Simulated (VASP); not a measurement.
# HfN (Imm2) in VASP: further runs, part 2 of 2

VASP 6.6.1. Earlier steps stand in the parts before.

## (3) Single point, PBE (all Hf atoms moved +0.062 Å, as atom 1 along Cartesian [0 0 1])

Contents of INCAR:

```
SYSTEM = HfN
ALGO = Normal
EDIFF = 1E-7
ENCUT = 520
GGA = PE
ISIF = 2
ISMEAR = 0
LASPH = .True.
LCHARG = .False.
LREAL = .False.
LWAVE = .False.
NBANDS = 14
NELM = 80
PREC = Accurate
SIGMA = 0.15
```

Contents of KPOINTS:

```
k-points
0
Gamma
  16 16 16
  0 0 0
```

Contents of POSCAR:

```
HfN
1.0
    0.0000000000      2.4548220000      2.4548220000
    2.4548220000      0.0000000000      2.4548220000
    2.4548220000      2.4548220000      0.0000000000
Hf N
1 1
Direct
    0.0127300472      0.0127300472     -0.0127300472
    0.7500000000      0.7500000000      0.7500000000
```

Potentials or basis: VASP PAW PBE potentials, release 64 (Hf_pv, N).

The run is started by

```bash
$ cat potpaw_PBE.64/Hf_pv/POTCAR potpaw_PBE.64/N/POTCAR > POTCAR
$ mpirun -np 1 vasp_std > vasp.out
```

OUTCAR:

```text
SYSTEM = HfN
   EDIFF = 1E-7
   ENCUT = 520
   GGA = PE
   ISIF = 2
   ISMEAR = 0
   LASPH = .True.
   LREAL = .False.
   NELM = 80
   PREC = Accurate

 ion  position               nearest neighbor table
   1  0.013  0.013  0.987-   2 2.09   2 2.09   2 2.16   2 2.16
   2  0.750  0.750  0.750-   1 2.09   1 2.09   1 2.16   1 2.16

  LATTYP: Found a face centered cubic cell.
 ALAT       =     4.9096440000

  Lattice vectors:

 A1 = (   0.0000000000,   2.4548220000,   2.4548220000)
 A2 = (   2.4548220000,   0.0000000000,   2.4548220000)
 A3 = (   2.4548220000,   2.4548220000,   0.0000000000)
[... 585 lines left out ...]
     10       7.9915      0.00000
     11      12.0053      0.00000
     12      12.3011      0.00000
     13      13.0180      0.00000
     14      16.0513      0.00000

 [... further k-points ...]
[... 5 lines left out ...]
  --------------------------------------------------------------------------------------
  -------------------------------------------------------------------------------------
  Total        0.0298838      0.0298838     -0.0156908     -0.6370937      0.0000000      0.0000000
  in kB        1.6182906      1.6182906     -0.8496988    -34.5003809      0.0000000      0.0000000
  external PRESSURE =       0.7956274 kB  Pullay stress =       0.0000000 kB

 VOLUME and BASIS-vectors are now :
 -----------------------------------------------------------------------------
  energy-cutoff  :      520.00
  volume of cell :       29.59
      direct lattice vectors                 reciprocal lattice vectors
     0.000000000  2.454822000  2.454822000    -0.203680756  0.203680756  0.203680756
     2.454822000  0.000000000  2.454822000     0.203680756 -0.203680756  0.203680756
     2.454822000  2.454822000  0.000000000     0.203680756  0.203680756 -0.203680756

 POSITION                                       TOTAL-FORCE (eV/Angst)
 -----------------------------------------------------------------------------------
      2.45482      2.45482      0.06250         0.000000      0.000000     -0.723813
      3.68223      3.68223      3.68223        -0.000000     -0.000000      0.723813
 -----------------------------------------------------------------------------------
    total drift:                               -0.000000     -0.000000      0.000083

  FREE ENERGIE OF THE ION-ELECTRON SYSTEM (eV)
  ---------------------------------------------------
  free  energy   TOTEN  =       -21.2008589579 eV

  energy  without entropy=      -21.1933704236  energy(sigma->0) =      -21.19711469
```

OSZICAR:

```text
N       E                     dE             d eps       ncg     rms          rms(c)
DAV:   1     0.425829634115E+02    0.42583E+02   -0.76807E+03 17412   0.976E+02
DAV:   2    -0.223053208070E+02   -0.64888E+02   -0.60706E+02 23816   0.234E+02
DAV:   3    -0.248154941858E+02   -0.25102E+01   -0.25010E+01 20004   0.382E+01
DAV:   4    -0.248297149274E+02   -0.14221E-01   -0.14219E-01 20778   0.343E+00
DAV:   5    -0.248298607968E+02   -0.14587E-03   -0.14587E-03 20082   0.305E-01    0.538E+01
DAV:   6    -0.213281695256E+02    0.35017E+01   -0.13131E+01 19062   0.249E+01    0.392E+01
DAV:   7    -0.212203338148E+02    0.10784E+00   -0.70373E-01 18060   0.747E+00    0.253E+01
DAV:   8    -0.212097814369E+02    0.10552E-01   -0.11322E-01 21180   0.303E+00    0.718E+00
DAV:   9    -0.212009188686E+02    0.88626E-02   -0.23298E-02 19824   0.116E+00    0.171E+00
DAV:  10    -0.212008783612E+02    0.40507E-04   -0.15182E-03 20298   0.351E-01    0.176E-01
DAV:  11    -0.212008611946E+02    0.17167E-04   -0.89406E-05 20484   0.875E-02    0.103E-01
DAV:  12    -0.212008590331E+02    0.21615E-05   -0.20835E-05 21936   0.359E-02    0.923E-03
DAV:  13    -0.212008589279E+02    0.10522E-06   -0.10776E-06 20016   0.989E-03    0.826E-03
DAV:  14    -0.212008589579E+02   -0.30054E-07   -0.81090E-08 15348   0.241E-03
   1 F= -.21200859E+02 E0= -.21197115E+02  d E =-.748853E-02
```

stdout:

```text
POSCAR found type information on POSCAR HfN
 POSCAR found :  2 types and       2 ions
 scaLAPACK will be used
 LDA part: xc-table for (Slater+PW92), standard interpolation
 POSCAR, INCAR and KPOINTS ok, starting setup
 FFT: planning ... GRIDC
 FFT: planning ... GRID_SOFT
 FFT: planning ... GRID
 WAVECAR not read
 entering main loop
```

Run time: 2 min. Hardware: 1 thread of Intel Xeon 6975P-C (Granite Rapids), shared host; peak memory 0.38 GiB.

Results:

```
Free energy   : -21.2009 eV
Pressure      : 0.1 GPa
Largest force : 0.724 eV/Å
```

Forces in eV/Å, atoms in the order of the input:
```
Hf   0.000  0.000 -0.724
N    0.000  0.000  0.724
```

Caveat: the cell differs from its parent crystal (all Hf atoms moved +0.062 Å, as atom 1 along Cartesian [0 0 1]); spin-orbit coupling is left out, which moves the levels of the heavy elements.

## (4) Single point, PBE (all Hf atoms moved +0.037 Å, as atom 1 along Cartesian [0 0 1])

Contents of INCAR:

```
SYSTEM = HfN
PREC = Accurate ; ENCUT = 520
EDIFF = 1E-6 ; ISMEAR = 0
SIGMA = 0.15 ; LREAL = .FALSE.
LASPH = .TRUE. ; NELM = 80
ALGO = Normal ; ISIF = 2
LWAVE = .FALSE. ; LCHARG = .FALSE.
GGA = PE ; NBANDS = 14
```

Contents of KPOINTS:

```
Automatic mesh
0
G
  16 16 16
  0 0 0
```

Edit POSCAR of step 3 so:

```diff
@@ -8,3 +8,3 @@
 Direct
-    0.0127300472      0.0127300472     -0.0127300472
+    0.0076380283      0.0076380283     -0.0076380283
     0.7500000000      0.7500000000      0.7500000000
```

The run is started by

```bash
$ cat potpaw_PBE.64/Hf_pv/POTCAR potpaw_PBE.64/N/POTCAR > POTCAR
$ mpirun -np 1 vasp_std > vasp.out
```

Wall time 1.8 min (1 thread of Intel Xeon 6975P-C (Granite Rapids), shared host); peak memory 0.38 GiB.

The run converged. Its results:

| Property | Result |
| --- | --- |
| Free energy | -21.2154 eV |
| Pressure | -0.2 GPa |
| Largest force | 0.437 eV/Å |

Forces on the atoms (eV/Å):
```
Hf   0.000  0.000 -0.437
N    0.000  0.000  0.437
```

Stress tensor (GPa, compression positive):
```
-0.14 -2.06  0.00
-2.06 -0.14  0.00
 0.00  0.00 -0.24
```

Levels at points of the mesh, in eV from the Fermi level:
```
           k point  band 5  band 6  band 7  band 8  band 9  band 10  band 11  band 12
(0.00, 0.00, 0.00)   -5.52   -5.47   -5.41   -0.74    2.23     2.23     6.34     6.59
(0.50, 0.00, 0.00)   -5.73   -4.86   -4.78    1.39    2.58     2.84     4.23     5.09
(0.00, 0.00, 0.50)   -5.73   -4.97   -4.90    1.64    2.62     2.86     4.24     5.37
(0.50, 0.50, 0.00)   -6.90   -3.67   -3.58   -1.16    2.19     4.03     4.59     4.71
(0.00, 0.50, 0.50)   -6.90   -3.63   -3.63   -1.15    2.18     4.03     4.64     4.65
```

Caveat: the cell differs from its parent crystal (all Hf atoms moved +0.037 Å, as atom 1 along Cartesian [0 0 1]); spin-orbit coupling is left out, which moves the levels of the heavy elements.

## (5) Single point, PBE (all Hf atoms moved +0.013 Å, as atom 1 along Cartesian [0 0 1])

Edit INCAR of step 4 so:

```diff
@@ -4,3 +4,3 @@
 SIGMA = 0.15 ; LREAL = .FALSE.
-LASPH = .TRUE. ; NELM = 80
+LASPH = .TRUE. ; NELM = 60
 ALGO = Normal ; ISIF = 2
```

Contents of KPOINTS:

```
regular mesh
0
G
  16 16 16
  0 0 0
```

Edit POSCAR of step 4 so:

```diff
@@ -8,3 +8,3 @@
 Direct
-    0.0076380283      0.0076380283     -0.0076380283
+    0.0025460094      0.0025460094     -0.0025460094
     0.7500000000      0.7500000000      0.7500000000
```

The run is started by

```bash
$ cat potpaw_PBE.64/Hf_pv/POTCAR potpaw_PBE.64/N/POTCAR > POTCAR
$ mpirun -np 1 vasp_std > vasp.out
```

It took 2.9 min on 1 thread of Intel Xeon 6975P-C, shared host; peak memory 0.38 GiB.

It converged, with:

```yaml
Free_energy: -21.2227 eV
Pressure: -0.3 GPa
Largest_force: 0.147 eV/Å
```

Forces on the atoms (eV/Å):
```
Hf   0.000  0.000 -0.147
N    0.000  0.000  0.147
```

Stress tensor (GPa, compression positive):
```
-0.31 -0.68  0.00
-0.68 -0.31  0.00
 0.00  0.00 -0.32
```

Levels at points of the mesh, in eV from the Fermi level:
```tsv
k point	band 6	band 7	band 8	band 9	band 10	band 11
(0.00, 0.00, 0.00)	-5.47	-5.45	-0.74	2.23	2.23	6.49
(0.50, 0.00, 0.00)	-4.87	-4.85	1.47	2.68	2.77	4.24
(0.00, 0.00, 0.50)	-4.91	-4.88	1.56	2.69	2.77	4.24
(0.50, 0.50, 0.00)	-3.64	-3.61	-1.15	2.18	4.03	4.63
(0.00, 0.50, 0.50)	-3.63	-3.63	-1.15	2.18	4.03	4.65
```

Caveat: the cell differs from its parent crystal (all Hf atoms moved +0.013 Å, as atom 1 along Cartesian [0 0 1]); spin-orbit coupling is left out, which moves the levels of the heavy elements.
